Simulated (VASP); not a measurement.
# Cl2 in VASP: single point with PBE+D3(BJ)

Aim: the single point of Cl2 with PBE+D3(BJ).

Everything below comes from runs of VASP 6.6.1. Logs are shortened: lines on timing, memory, paths and dates and some standing lists are left out, and cuts for length are marked.

## (1) The cell of the first run

The cell holds a molecule in a box, 2 atoms: a = 15.000 Å, b = 15.500 Å, c = 16.000 Å, α = 90.00°, β = 90.00°, γ = 90.00°.

## (2) Single point, PBE+D3(BJ)

The input, INCAR:

```
ALGO = Normal
EDIFF = 1E-6
ENCUT = 520
GGA = PE
ISIF = 2
ISMEAR = 0
ISYM = 0
IVDW = 12
LASPH = True
LCHARG = False
LREAL = False
LWAVE = False
NBANDS = 14
NELM = 100
PREC = Accurate
SIGMA = 0.005
```

The input, KPOINTS:

```
k-points
0
Gamma
  1 1 1
```

The input, POSCAR:

```
Cl
1.0
   15.0000000000      0.0000000000      0.0000000000
    0.0000000000     15.5000000000      0.0000000000
    0.0000000000      0.0000000000     16.0000000000
Cl
2
Direct
    0.4431582291      0.4990127099      0.4671554917
    0.5568417709      0.5009872901      0.5328445083
```

Potentials or basis: VASP PAW PBE potentials, release 64 (Cl).

Command:

```
cat potpaw_PBE.64/Cl/POTCAR > POTCAR
mpirun -np 1 vasp_gam > vasp.out
```

OUTCAR:

```text
EDIFF = 1E-6
   ENCUT = 520
   GGA = PE
   ISIF = 2
   ISMEAR = 0
   ISYM = 0
   IVDW = 12
   LASPH = True
   LREAL = False
   NELM = 100
   PREC = Accurate
 IVDW          = 12

 ion  position               nearest neighbor table
   1  0.443  0.499  0.467-   2 2.00
   2  0.557  0.501  0.533-   1 2.00

IMPORTANT INFORMATION: All symmetrisations will be switched off!
NOSYMM: (Re-)initialisation of all symmetry stuff for point group C_1.

----------------------------------------------------------------------------------------

                                     Primitive cell

  volume of cell :    3720.0000

  direct lattice vectors                    reciprocal lattice vectors
    15.000000000  0.000000000  0.000000000     0.066666667  0.000000000  0.000000000
     0.000000000 15.500000000  0.000000000     0.000000000  0.064516129  0.000000000
     0.000000000  0.000000000 16.000000000     0.000000000  0.000000000  0.062500000

  length of vectors
    15.000000000 15.500000000 16.000000000     0.066666667  0.064516129  0.062500000

  position of ions in fractional coordinates (direct lattice)
     0.443158229  0.499012710  0.467155492
     0.556841771  0.500987290  0.532844508

  ion indices of the primitive-cell ions
   primitive index   ion index
                 1           1
                 2           2

----------------------------------------------------------------------------------------

 KPOINTS: k-points

Automatic generation of k-mesh.
 Grid dimensions read from file:
 generate k-points for:    1    1    1

 Generating k-lattice:

  Cartesian coordinates                     Fractional coordinates (reciprocal lattice)
     0.066666667  0.000000000  0.000000000     1.000000000  0.000000000  0.000000000
     0.000000000  0.064516129  0.000000000     0.000000000  1.000000000  0.000000000
     0.000000000  0.000000000  0.062500000     0.000000000  0.000000000  1.000000000

  Length of vectors
     0.066666667  0.064516129  0.062500000

  Shift w.r.t. Gamma in fractional coordinates (k-lattice)
     0.000000000  0.000000000  0.000000000

 Subroutine IBZKPT returns following result:
 ===========================================

 Found      1 irreducible k-points:

 Following reciprocal coordinates:
            Coordinates               Weight
  0.000000  0.000000  0.000000      1.000000
   k-points           NKPTS =      1   k-points in BZ     NKDIM =      1   number of bands    NBANDS=     14
   number of dos      NEDOS =    301   number of ions     NIONS =      2
   total plane-waves  NPLWV = ******
   dimension x,y,z NGX =   112 NGY =  120 NGZ =  120
   dimension x,y,z NGXF=   224 NGYF=  240 NGZF=  240
   ions per type =               2
   NGX,Y,Z   is equivalent  to a cutoff of  12.41, 12.87, 12.47 a.u.
   NGXF,Y,Z  is equivalent  to a cutoff of  24.83, 25.74, 24.94 a.u.
 SYSTEM =  unknown system
   PREC   = accura    normal or accurate (medium, high low for compatibility)
   ISTART =      0    job   : 0-new  1-cont  2-samecut
   ICHARG =      2    charge: 1-file 2-atom 10-const
   ISPIN  =      1    spin polarized calculation?
   LNONCOLLINEAR =      F non collinear calculations
   LSORBIT =      F    spin-orbit coupling
   LASPH  =      T    aspherical Exc in radial PAW
   ENCUT  =  520.0 eV  38.22 Ry    6.18 a.u.  27.89 28.82 29.75*2*pi/ulx,y,z
   NELM   =    100;   NELMIN=  2; NELMDL= -5     # of ELM steps
   EDIFF  = 0.1E-05   stopping-criterion for ELM
   LREAL  =      F    real-space projection
   EDIFFG = 0.1E-04   stopping-criterion for IOM
   NSW    =      0    number of steps for IOM
   IBRION =     -1    ionic relax: 0-MD 1-quasi-New 2-CG
   NFREE  =      0    steps in history (QN), initial steepest desc. (CG)
   ISIF   =      2    stress and relaxation
   ISYM   =      0    0-nonsym 1-usesym 2-fastsym
   POTIM  = 0.5000    time-step for ionic-motion
   TEBEG  =    0.0;   TEEND  =   0.0 temperature during run
   PSTRESS=    0.0 pullay stress
   NELECT =      14.0000    total number of electrons
   NUPDOWN=      -1.0000    fix difference up-down
   EMIN   =  10.00;   EMAX   =-10.00  energy-range for DOS
   EFERMI =   0.00;   METHOD = LEGACY
   ISMEAR =     0;   SIGMA  =   0.01  broadening in eV -4-tet -1-fermi 0-gaus
   EFERMI_NEDOS =   21; number of points for ismear=-14 and -15
   IALGO  =     38    algorithm
   IMIX   =      4    mixing-type and parameters
     AMIX     =   0.40;   BMIX     =  1.00
     AMIX_MAG =   1.60;   BMIX_MAG =  1.00
  volume/ion in A,a.u.               =    1860.00     12551.90
  Fermi-wavevector in a.u.,A,eV,Ry     =   0.254646  0.481211  0.882263  0.064844
  Thomas-Fermi vector in A             =   1.076024
   LORBIT       =      0    0 simple, 1 ext, 2 COOP (PROOUT), +10 PAW based schemes
   GGA     = PE    functional components
   LHFCALC =     F    Hartree Fock is set to
   AEXX    =    0.0000 exact exchange contribution
   IVDW    =    12    specifies the selected vdW correction
   LEPSILON=     F    determine dielectric tensor
   LRPA    =     F    only Hartree local field effects (RPA)
 non-spin polarized calculation
 Gauss-broadening in eV      SIGMA  =   0.01
  energy-cutoff  :      520.00
  volume of cell :     3720.00
 maximum number of plane-waves:     50071
 NGX is ok and might be reduce to   112
   NGX = 55   NGY = 57   NGZ = 59

 number of electron      13.9999999 magnetization

 Free energy of the ion-electron system (eV)
  ---------------------------------------------------
  ext. energy  EPLUGINS =         0.00000000
  ---------------------------------------------------
  free energy    TOTEN  =        -3.59712757 eV

  energy without entropy =       -3.59712757  energy(sigma->0) =       -3.59712757

 E-fermi :  -7.1957     XC(G=0):  -0.2797

 val. band max:       -7.2249058593   @ k =   0.0000   0.0000   0.0000
 cond. band min:      -4.2249943868   @ k =   0.0000   0.0000   0.0000
 fundamental gap:      2.9999114725
 Fermi energy:        -7.1956902117

 k-point     1 :       0.0000    0.0000    0.0000
  band No.  band energies     occupation
      1     -23.3794      2.00000
      2     -19.2230      2.00000
      3     -11.8557      2.00000
      4      -9.8366      2.00000
      5      -9.8365      2.00000
      6      -7.2250      2.00000
      7      -7.2249      2.00000
      8      -4.2250      0.00000
      9      -0.3493      0.00000
     10       0.2866      0.00000
     11       0.4455      0.00000
     12       0.4985      0.00000
     13       0.5166      0.00000
     14       0.6261      0.00000

------------------------ aborting loop because EDIFF is reached ----------------------------------------

 Edisp (eV)   -0.02821

 E8    (eV) :    -0.0110

  FORCE on cell =-STRESS in cart. coord.  units (eV):
  Direction    XX          YY          ZZ          XY          YZ          ZX
  --------------------------------------------------------------------------------------
  -------------------------------------------------------------------------------------
  Total      -0.28269    -0.02289    -0.12109    -0.00469    -0.00288    -0.16037
  in kB      -0.12175    -0.00986    -0.05215    -0.00202    -0.00124    -0.06907
  external pressure =       -0.06 kB  Pullay stress =        0.00 kB

 VOLUME and BASIS-vectors are now :
 -----------------------------------------------------------------------------
  energy-cutoff  :      520.00
  volume of cell :     3720.00
      direct lattice vectors                 reciprocal lattice vectors
    15.000000000  0.000000000  0.000000000     0.066666667  0.000000000  0.000000000
     0.000000000 15.500000000  0.000000000     0.000000000  0.064516129  0.000000000
     0.000000000  0.000000000 16.000000000     0.000000000  0.000000000  0.062500000

 POSITION                                       TOTAL-FORCE (eV/Angst)
 -----------------------------------------------------------------------------------
      6.64737      7.73470      7.47449         0.152188      0.002732      0.093881
      8.35263      7.76530      8.52551        -0.152188     -0.002732     -0.093881
 -----------------------------------------------------------------------------------
    total drift:                                0.000000     -0.000001      0.000000

  FREE ENERGIE OF THE ION-ELECTRON SYSTEM (eV)
  ---------------------------------------------------
  free  energy   TOTEN  =        -3.6253355611 eV

  energy  without entropy=       -3.6253355611  energy(sigma->0) =       -3.62533556
```

Run time: 2.2 min. Hardware: 1 thread of Intel Xeon 6975P-C (Granite Rapids), shared host; peak memory 2 GiB.

Results:

* Free energy: -3.6253 eV
* Largest force: 0.179 eV/Å
* Gap between the frontier levels: 3.00 eV
* Dispersion energy per atom: -0.014 eV

Forces on the atoms (eV/Å):
```
Cl   0.152  0.003  0.094
Cl  -0.152 -0.003 -0.094
```
